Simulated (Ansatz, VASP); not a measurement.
Ge in VASP and in Ansatz

```
CELL_PARAMETERS angstrom
0.01538 2.89419 2.87207
2.89419 0.01538 2.87207
2.90956 2.90956 0.00000
ATOMIC_POSITIONS crystal
Ge 0.00071 0.00071 0.99929
Ge 0.24929 0.24929 0.25071
```

Change from the starting cell: strained cell.

Alike in both runs: functional PBE; k mesh 10 × 10 × 10; occupations gaussian, width 0.1 eV; no spin polarisation.

Ansatz relaxed the structure, and its values are those at the end. VASP's run is a single point on that final structure, the one shown.

|  | VASP | Ansatz |
| --- | --- | --- |
| version | VASP 6.6.1 | Ansatz 0.2.0 |
| potentials or method | VASP PAW PBE potentials, release 64 (Ge_d), cutoff 500 eV | scalar-relativistic, plane waves, PAW |
| valence electrons in the cell | 28 | 28 |

```tsv
	VASP	Ansatz	Ansatz less VASP
gap on the k mesh at the Fermi level (eV)	none	none	-
pressure (GPa)	-0.5	-0.4	+0.10
```

A gap of «none» marks a metal or a gap that the smearing closes. Ansatz's warnings: stress scf threshold loose.
